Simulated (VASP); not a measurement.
# Bi (Immm) in VASP: further runs, part 2 of 2

VASP 6.6.1. The steps go on from the part before.

### 3 Single point, PBE+D3(BJ)

File INCAR:

```
ALGO = Fast ; EDIFF = 1E-7
ENCUT = 520 ; GGA = PE
ISIF = 2 ; ISMEAR = 0
IVDW = 12 ; LASPH = T
LCHARG = T ; LELF = T
LREAL = F ; LVHAR = T
LWAVE = F ; NBANDS = 14
NELM = 80 ; PREC = Accurate
SIGMA = 0.15
```

File KPOINTS:

```
k-points
0
Gamma
  16 16 16
```

File POSCAR:

```
Bi
1.0
   -1.7390287292      2.1799092520      1.9594689906
    1.7390287292     -2.1799092520      1.9594689906
    1.7390287292      2.1799092520     -1.9594689906
Bi
1
Direct
    0.0000000000      0.0000000000      0.0000000000
```

Potentials or basis: VASP PAW PBE potentials, release 64 (Bi_d).

On the command line:

```
$ cat potpaw_PBE.64/Bi_d/POTCAR > POTCAR
$ mpirun -np 1 vasp_std > vasp.out
```

OUTCAR:

```text
EDIFF = 1E-7
   ENCUT = 520
   GGA = PE
   ISIF = 2
   ISMEAR = 0
   IVDW = 12
   LASPH = T
   LREAL = F
   NELM = 80
   PREC = Accurate
 IVDW          = 12

 ion  position               nearest neighbor table
   1  0.000  0.000  0.000-

  LATTYP: Found a body centered orthorhombic cell.
 ALAT       =     3.4780574584
 B/A-ratio  =     1.1267605634
 C/A-ratio  =     1.2535211267

  Lattice vectors:

 A1 = (  -1.7390287292,  -2.1799092520,   1.9594689906)
 A2 = (   1.7390287292,  -2.1799092520,  -1.9594689906)
 A3 = (   1.7390287292,   2.1799092520,   1.9594689906)

Analysis of symmetry for initial positions (statically):
=====================================================================
 Subroutine PRICEL returns:
 Original cell was already a primitive cell.

 Routine SETGRP: Setting up the symmetry group for a
 body centered orthorhombic supercell.

 Subroutine GETGRP returns: Found  8 space group operations
 (whereof  8 operations were pure point group operations)
 out of a pool of  8 trial point group operations.

The static configuration has the point symmetry D_2h.

Analysis of symmetry for dynamics (positions and initial velocities):
=====================================================================
 Subroutine PRICEL returns:
 Original cell was already a primitive cell.

 Routine SETGRP: Setting up the symmetry group for a
 body centered orthorhombic supercell.

 Subroutine GETGRP returns: Found  8 space group operations
 (whereof  8 operations were pure point group operations)
 out of a pool of  8 trial point group operations.

The dynamic configuration has the point symmetry D_2h.

 Subroutine INISYM returns: Found  8 space group operations
 (whereof  8 operations are pure point group operations),
 and found     1 'primitive' translations

----------------------------------------------------------------------------------------

                                     Primitive cell

  volume of cell :      29.7128

  direct lattice vectors                    reciprocal lattice vectors
    -1.739028729  2.179909252  1.959468991     0.000000000  0.229367346  0.255171173
     1.739028729 -2.179909252  1.959468991     0.287516814  0.000000000  0.255171173
     1.739028729  2.179909252 -1.959468991     0.287516814  0.229367346  0.000000000

  length of vectors
     3.408187787  3.408187787  3.408187787     0.343105970  0.384419362  0.367797904

  position of ions in fractional coordinates (direct lattice)
     0.000000000  0.000000000  0.000000000

  ion indices of the primitive-cell ions
   primitive index   ion index
                 1           1

----------------------------------------------------------------------------------------

 KPOINTS: k-points

Automatic generation of k-mesh.
 Grid dimensions read from file:
 generate k-points for:   16   16   16

 Generating k-lattice:

  Cartesian coordinates                     Fractional coordinates (reciprocal lattice)
     0.000000000  0.014335459  0.015948198     0.062500000  0.000000000 -0.000000000
     0.017969801  0.000000000  0.015948198     0.000000000  0.062500000 -0.000000000
     0.017969801  0.014335459  0.000000000     0.000000000  0.000000000  0.062500000

  Length of vectors
     0.021444123  0.024026210  0.022987369

  Shift w.r.t. Gamma in fractional coordinates (k-lattice)
     0.000000000  0.000000000  0.000000000

 Subroutine IBZKPT returns following result:
 ===========================================

 Found    621 irreducible k-points:

 Following reciprocal coordinates:
            Coordinates               Weight
  0.000000  0.000000  0.000000      1.000000
  0.062500  0.000000  0.000000      4.000000
  0.125000  0.000000  0.000000      4.000000
  0.187500  0.000000  0.000000      4.000000
  0.250000  0.000000  0.000000      4.000000
  0.312500  0.000000 -0.000000      4.000000
[... 16 lines left out ...]
 -0.187500  0.062500  0.000000      8.000000
 -0.125000  0.062500  0.000000      8.000000
 [... further k-points ...]
   k-points           NKPTS =    621   k-points in BZ     NKDIM =    621   number of bands    NBANDS=     14
   number of dos      NEDOS =    301   number of ions     NIONS =      1
   total plane-waves  NPLWV =  21952
   dimension x,y,z NGX =    28 NGY =   28 NGZ =   28
   dimension x,y,z NGXF=    56 NGYF=   56 NGZF=   56
   ions per type =               1
   NGX,Y,Z   is equivalent  to a cutoff of  13.66, 13.66, 13.66 a.u.
   NGXF,Y,Z  is equivalent  to a cutoff of  27.32, 27.32, 27.32 a.u.
 SYSTEM =  unknown system
   PREC   = accura    normal or accurate (medium, high low for compatibility)
   ISTART =      0    job   : 0-new  1-cont  2-samecut
   ICHARG =      2    charge: 1-file 2-atom 10-const
   ISPIN  =      1    spin polarized calculation?
   LNONCOLLINEAR =      F non collinear calculations
   LSORBIT =      F    spin-orbit coupling
   LASPH  =      T    aspherical Exc in radial PAW
   ENCUT  =  520.0 eV  38.22 Ry    6.18 a.u.   6.34  6.34  6.34*2*pi/ulx,y,z
   NELM   =     80;   NELMIN=  2; NELMDL= -5     # of ELM steps
   EDIFF  = 0.1E-06   stopping-criterion for ELM
   LREAL  =      F    real-space projection
   EDIFFG = 0.1E-05   stopping-criterion for IOM
   NSW    =      0    number of steps for IOM
   IBRION =     -1    ionic relax: 0-MD 1-quasi-New 2-CG
   NFREE  =      0    steps in history (QN), initial steepest desc. (CG)
   ISIF   =      2    stress and relaxation
   ISYM   =      2    0-nonsym 1-usesym 2-fastsym
   POTIM  = 0.5000    time-step for ionic-motion
   TEBEG  =    0.0;   TEEND  =   0.0 temperature during run
   PSTRESS=    0.0 pullay stress
   NELECT =      15.0000    total number of electrons
   NUPDOWN=      -1.0000    fix difference up-down
   EMIN   =  10.00;   EMAX   =-10.00  energy-range for DOS
   EFERMI =   0.00;   METHOD = LEGACY
   ISMEAR =     0;   SIGMA  =   0.15  broadening in eV -4-tet -1-fermi 0-gaus
   EFERMI_NEDOS =   21; number of points for ismear=-14 and -15
   IALGO  =     68    algorithm
   IMIX   =      4    mixing-type and parameters
     AMIX     =   0.40;   BMIX     =  1.00
     AMIX_MAG =   1.60;   BMIX_MAG =  1.00
  volume/ion in A,a.u.               =      29.71       200.51
  Fermi-wavevector in a.u.,A,eV,Ry     =   1.303539  2.463332 23.119213  1.699214
  Thomas-Fermi vector in A             =   2.434534
   LORBIT       =      0    0 simple, 1 ext, 2 COOP (PROOUT), +10 PAW based schemes
   GGA     = PE    functional components
   LHFCALC =     F    Hartree Fock is set to
   AEXX    =    0.0000 exact exchange contribution
   IVDW    =    12    specifies the selected vdW correction
   LEPSILON=     F    determine dielectric tensor
   LRPA    =     F    only Hartree local field effects (RPA)
 non-spin polarized calculation
 RMM-DIIS sequential band-by-band and
 Gauss-broadening in eV      SIGMA  =   0.15
  energy-cutoff  :      520.00
  volume of cell :       29.71
 maximum number of plane-waves:       814
 NGX is ok and might be reduce to    28
   NGX = 13   NGY = 13   NGZ = 13

 number of electron      15.0000001 magnetization

 Free energy of the ion-electron system (eV)
  ---------------------------------------------------
  ext. energy  EPLUGINS =         0.00000000
  ---------------------------------------------------
  free energy    TOTEN  =        -3.71457694 eV

  energy without entropy =       -3.70741321  energy(sigma->0) =       -3.71099508

 E-fermi :   8.5642     XC(G=0): -10.5103

 val. band max:        8.5597137548   @ k =   0.1250   0.3125   0.1250
 cond. band min:       8.5675354753   @ k =  -0.1250  -0.1875   0.0625
 fundamental gap:      0.0078217205
 Fermi energy:         8.5641669823

 k-point     1 :       0.0000    0.0000    0.0000
  band No.  band energies     occupation
      1     -14.5891      2.00000
      2     -14.5449      2.00000
      3     -14.5165      2.00000
      4     -14.5052      2.00000
      5     -14.3972      2.00000
      6      -5.3653      2.00000
      7      13.2372      0.00000
      8      13.4124      0.00000
      9      14.8028      0.00000
     10      17.5922      0.00000
     11      18.3709      0.00000
     12      18.5437      0.00000
     13      19.8699      0.00000
     14      20.9207      0.00000
[... 377 lines left out ...]
      1     -14.5777      2.00000
      2     -14.5392      2.00000
      3     -14.5087      2.00000
      4     -14.5033      2.00000
      5     -14.4031      2.00000
      6      -5.1605      2.00000
      7      11.6324      0.00000
      8      13.1171      0.00000
      9      13.9765      0.00000
     10      17.7100      0.00000
     11      18.3411      0.00000
     12      19.2088      0.00000
     13      20.0987      0.00000
     14      20.6720      0.00000

 [... further k-points ...]

------------------------ aborting loop because EDIFF is reached ----------------------------------------

 Edisp (eV)   -0.53083

 E8    (eV) :    -0.2609

  FORCE on cell =-STRESS in cart. coord.  units (eV):
  Direction    XX          YY          ZZ          XY          YZ          ZX
  --------------------------------------------------------------------------------------
  -------------------------------------------------------------------------------------
  Total       0.30863     0.08208     0.34121     0.00000     0.00000     0.00000
  in kB      16.64183     4.42593    18.39901     0.00000     0.00000     0.00000
  external pressure =       13.16 kB  Pullay stress =        0.00 kB

 VOLUME and BASIS-vectors are now :
 -----------------------------------------------------------------------------
  energy-cutoff  :      520.00
  volume of cell :       29.71
      direct lattice vectors                 reciprocal lattice vectors
    -1.739028729  2.179909252  1.959468991     0.000000000  0.229367346  0.255171173
     1.739028729 -2.179909252  1.959468991     0.287516814  0.000000000  0.255171173
     1.739028729  2.179909252 -1.959468991     0.287516814  0.229367346  0.000000000

 POSITION                                       TOTAL-FORCE (eV/Angst)
 -----------------------------------------------------------------------------------
      0.00000      0.00000      0.00000         0.000000      0.000000      0.000000
 -----------------------------------------------------------------------------------
    total drift:                               -0.000000     -0.000000     -0.000000

  FREE ENERGIE OF THE ION-ELECTRON SYSTEM (eV)
  ---------------------------------------------------
  free  energy   TOTEN  =        -4.2454074156 eV

  energy  without entropy=       -4.2382436797  energy(sigma->0) =       -4.24182555
```

It took 6.9 min on 1 thread of Intel Xeon 8259CL, shared host; peak memory 0.35 GiB.

Results:

```yaml
Free_energy: -4.2454 eV
Pressure: 1.3 GPa
Band_gap_on_the_k_mesh: zero (an odd number of electrons rules out a gap without spin polarisation)
Dispersion_energy_per_atom: -0.531 eV
```

Stress tensor (GPa, compression positive):
```
1.66 0.00 0.00
0.00 0.44 0.00
0.00 0.00 1.84
```

Caveat: the cell differs from its parent crystal (strain +e along x and -e along y -0.1125, strain +e along z and -e/2 along x and y +0.0000); spin-orbit coupling is left out, which moves the levels of the heavy elements.

### 4 Single point, PBE+D3(BJ)

File INCAR:

```
  PREC = Accurate
  ENCUT = 520
  EDIFF = 1E-7
  ISMEAR = 0
  SIGMA = 0.15
  LREAL = F
  LASPH = T
  NELM = 60
  ALGO = Fast
  ISIF = 2
  LWAVE = F
  LCHARG = F
  GGA = PE
  IVDW = 12
  NBANDS = 14
```

File KPOINTS:

```
regular mesh
0
Gamma
  16 16 16
```

File POSCAR:

```
Bi
1.0
   -1.7047380218      2.1456185447      2.0280504053
    1.7047380218     -2.1456185447      2.0280504053
    1.7047380218      2.1456185447     -2.0280504053
Bi
1
Direct
    0.0000000000      0.0000000000      0.0000000000
```

On the command line:

```
$ cat potpaw_PBE.64/Bi_d/POTCAR > POTCAR
$ mpirun -np 1 vasp_std > vasp.out
```

Run time: 6.6 min. Hardware: 1 thread of Intel Xeon 8259CL, shared host; peak memory 0.35 GiB.

Results (log left out):

| Item | Value |
| --- | --- |
| Free energy | -4.2477 eV |
| Pressure | 1.7 GPa |
| Band gap on the k mesh | zero (an odd number of electrons rules out a gap without spin polarisation) |
| Dispersion energy per atom | -0.532 eV |

Stress tensor (GPa, compression positive):
```
2.59 0.00 0.00
0.00 0.83 0.00
0.00 0.00 1.68
```

Levels at points of the mesh, in eV from the Fermi level:
| k point | band 4 | band 5 | band 6 | band 7 | band 8 | band 9 | band 10 | band 11 |
| --- | --- | --- | --- | --- | --- | --- | --- | --- |
| (0.00, 0.00, 0.00) | -23.09 | -22.97 | -13.97 | 4.44 | 4.57 | 6.58 | 8.72 | 9.57 |
| (0.50, 0.00, 0.00) | -23.01 | -22.92 | -11.25 | -5.68 | 3.57 | 5.36 | 8.28 | 9.69 |
| (0.00, 0.50, 0.00) | -22.94 | -22.91 | -10.08 | -5.21 | 0.92 | 2.08 | 5.14 | 6.43 |
| (0.50, 0.50, 0.00) | -22.94 | -22.92 | -10.24 | -5.35 | 1.41 | 2.77 | 5.74 | 7.15 |
| (0.50, 0.50, 0.50) | -22.94 | -22.90 | -8.83 | -3.36 | -2.58 | 0.74 | 2.69 | 5.24 |

Caveat: the cell differs from its parent crystal (strain +e along x and -e along y -0.1125, strain +e along z and -e/2 along x and y +0.0350); spin-orbit coupling is left out, which moves the levels of the heavy elements.

### 5 Single point, PBE+D3(BJ)

File INCAR:

```
SYSTEM = Bi
PREC = Accurate
ENCUT = 520
EDIFF = 1E-6
ISMEAR = 0
SIGMA = 0.15
LREAL = .False.
LASPH = .True.
NELM = 80
ALGO = Fast
ISIF = 2
LWAVE = .False.
LCHARG = .True.
GGA = PE
IVDW = 12
LELF = .True.
LVHAR = .True.
NBANDS = 14
```

File KPOINTS:

```
regular mesh
0
Gamma
  16 16 16
  0 0 0
```

File POSCAR:

```
Bi
1.0
   -1.7218833755      2.1627638984      1.9937596979
    1.7218833755     -2.1627638984      1.9937596979
    1.7218833755      2.1627638984     -1.9937596979
Bi
1
Direct
    0.0000000000      0.0000000000      0.0000000000
```

Potentials or basis: VASP PAW PBE potentials, release 64 (Bi_d).

On the command line:

```
$ cat potpaw_PBE.64/Bi_d/POTCAR > POTCAR
$ mpirun -np 1 vasp_std > vasp.out
```

OUTCAR:

```text
SYSTEM = Bi
   PREC = Accurate
   ENCUT = 520
   EDIFF = 1E-6
   ISMEAR = 0
   LREAL = .False.
   LASPH = .True.
   NELM = 80
   ISIF = 2
   GGA = PE
   IVDW = 12
 IVDW          = 12

 ion  position               nearest neighbor table
   1  0.000  0.000  0.000-

  LATTYP: Found a body centered orthorhombic cell.
 ALAT       =     3.4437667510
 B/A-ratio  =     1.1578947368
 C/A-ratio  =     1.2560455192

  Lattice vectors:

 A1 = (  -1.7218833755,  -2.1627638984,   1.9937596979)
[... 590 lines left out ...]
     14      20.7068      0.00000

 [... further k-points ...]

------------------------ aborting loop because EDIFF is reached ----------------------------------------

 Edisp (eV)   -0.53121

 E8    (eV) :    -0.2611

  FORCE on cell =-STRESS in cart. coord.  units (eV):
  Direction    XX          YY          ZZ          XY          YZ          ZX
  --------------------------------------------------------------------------------------
  -------------------------------------------------------------------------------------
  Total       0.36918     0.11604     0.34797     0.00000     0.00000    -0.00000
  in kB      19.91589     6.26016    18.77203     0.00000     0.00000    -0.00000
  external pressure =       14.98 kB  Pullay stress =        0.00 kB

 VOLUME and BASIS-vectors are now :
 -----------------------------------------------------------------------------
  energy-cutoff  :      520.00
  volume of cell :       29.70
      direct lattice vectors                 reciprocal lattice vectors
    -1.721883376  2.162763898  1.993759698     0.000000000  0.231185660  0.250782479
     1.721883376 -2.162763898  1.993759698     0.290379713  0.000000000  0.250782479
     1.721883376  2.162763898 -1.993759698     0.290379713  0.231185660  0.000000000

 POSITION                                       TOTAL-FORCE (eV/Angst)
 -----------------------------------------------------------------------------------
      0.00000      0.00000      0.00000        -0.000000      0.000000     -0.000000
 -----------------------------------------------------------------------------------
    total drift:                               -0.000000     -0.000000     -0.000000

  FREE ENERGIE OF THE ION-ELECTRON SYSTEM (eV)
  ---------------------------------------------------
  free  energy   TOTEN  =        -4.2473547228 eV

  energy  without entropy=       -4.2402796175  energy(sigma->0) =       -4.24381717
```

stdout:

```text
POSCAR found type information on POSCAR Bi
 POSCAR found :  1 types and       1 ions
 scaLAPACK will be used
 LDA part: xc-table for (Slater+PW92), standard interpolation
 POSCAR, INCAR and KPOINTS ok, starting setup
 FFT: planning ... GRIDC
 FFT: planning ... GRID_SOFT
 FFT: planning ... GRID
 WAVECAR not read
 entering main loop
WARNING in EDDRMM: call to ZHEGV failed, returncode =   6  3     11
WARNING in EDDRMM: call to ZHEGV failed, returncode =   8  4     11
WARNING in EDDRMM: call to ZHEGV failed, returncode =   8  4     13
WARNING in EDDRMM: call to ZHEGV failed, returncode =   8  4     12
WARNING in EDDRMM: call to ZHEGV failed, returncode =   8  4     11
WARNING in EDDRMM: call to ZHEGV failed, returncode =   8  4     14
WARNING in EDDRMM: call to ZHEGV failed, returncode =   6  3     10
WARNING in EDDRMM: call to ZHEGV failed, returncode =   6  3     14
```

It took 6.2 min on 1 thread of Intel Xeon 8259CL, shared host; peak memory 0.35 GiB.

Results:

```
Free energy                : -4.2474 eV
Pressure                   : 1.5 GPa
Band gap on the k mesh     : zero (an odd number of electrons rules out a gap without spin polarisation)
Dispersion energy per atom : -0.531 eV
```

Stress tensor (GPa, compression positive):
```
1.99 0.00 0.00
0.00 0.63 0.00
0.00 0.00 1.88
```

Caveat: the cell differs from its parent crystal (strain +e along x and -e along y -0.1125, strain +e along z and -e/2 along x and y +0.0175); spin-orbit coupling is left out, which moves the levels of the heavy elements.

### 6 The runs side by side

```tsv
cell	further INCAR settings	gap on the mesh (eV)	pressure (GPa)
a = 3.409 Å, angles 117.3, 99.0, 112.6°, 1 atom	ALGO = Fast; EDIFF = 1e-07; NBANDS = 14	none	1.1
a = 3.408 Å, angles 118.6, 100.5, 109.8°, 1 atom	ALGO = Fast; EDIFF = 1e-07; NBANDS = 14	none	1.3
a = 3.409 Å, angles 120.0, 102.0, 107.0°, 1 atom	ALGO = Fast; EDIFF = 1e-07; NBANDS = 14	none	1.7
a = 3.408 Å, angles 119.3, 101.2, 108.4°, 1 atom	ALGO = Fast; EDIFF = 1e-06; NBANDS = 14	none	1.5
```

Alike in all rows: task single point; level PBE+D3(BJ); potentials or basis VASP PAW PBE potentials, release 64 (Bi_d); no spin polarisation; k mesh 16 × 16 × 16; cutoff (eV) 520; smearing gaussian 0.15 eV.

Caveats: spin-orbit coupling is left out, which moves the levels of the heavy elements.

Total energies depend on the potentials used, so only differences within one code and one set of settings carry meaning.
